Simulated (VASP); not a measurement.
Write the native input for VASP 6.6.1 that does the following.

* Task: relaxation of cell and atoms
* Functional: PBE
* Potentials or basis: VASP PAW PBE potentials, release 64 (Zr_sv, Nb_sv, N)
* Cutoff: 600 eV
* k mesh: 12 × 12 × 12
* Occupations: gaussian, width 0.1 eV
* Spin: no spin polarisation
* Dipole correction: no
* Further INCAR settings: ALGO = Normal; EDIFF = 1e-06; IBRION = 2; EDIFFG = -0.01; NSW = 100; ISIF = 3

The structure of Zr2NbN3 lies in POSCAR:

```
Zr2NbN3
1.0
    5.4294046554      0.0000000000      0.0000000000
   -2.7147023277      4.7020023590      0.0000000000
    0.0000000000      0.0000000000      3.0481935237
Zr Nb N
2 1 3
Direct
    0.3333333333      0.6666666667      0.0000000000
    0.6666666667      0.3333333333      0.0000000000
    0.0000000000      0.0000000000      0.5000000000
    0.5000000000      0.0000000000      0.5000000000
    0.0000000000      0.5000000000      0.5000000000
    0.5000000000      0.5000000000      0.5000000000
```

One way to write it, as run:

INCAR

```
ALGO = Normal
EDIFF = 1E-6
EDIFFG = -0.01
ENCUT = 600
GGA = PE
IBRION = 2
ISIF = 3
ISMEAR = 0
LASPH = T
LCHARG = F
LREAL = F
LWAVE = F
NELM = 60
NSW = 100
PREC = Accurate
SIGMA = 0.1
```

KPOINTS

```
k-points
0
Gamma
  12 12 12
```

Potentials or basis: VASP PAW PBE potentials, release 64 (Zr_sv, Nb_sv, N).

The run is started by

```sh
$ cat potpaw_PBE.64/Zr_sv/POTCAR potpaw_PBE.64/Nb_sv/POTCAR potpaw_PBE.64/N/POTCAR > POTCAR
$ mpirun -np 1 vasp_std > vasp.out
```

Results of the run:

The relaxed volume is 12.93 Å³/atom. The relaxed cell is a = 5.408 Å, b = 5.408 Å, c = 3.062 Å, α = 90.00°, β = 90.00°, γ = 120.00°, the space group after relaxing (to 0.05 Å) is P6/mmm (No. 191) and the energy gained by relaxing is 0.6 meV/atom. The ionic steps are 5, the pressure after relaxing is 0.0 GPa and the band gap on the k mesh is zero (band 26 reaches 10.57 eV, above the bottom of band 27 at 9.57 eV).

It took 18 min on 1 thread of Intel(R) Xeon(R) Platinum 8488C (Sapphire Rapids), on a shared host, peak memory 0.51 GiB.
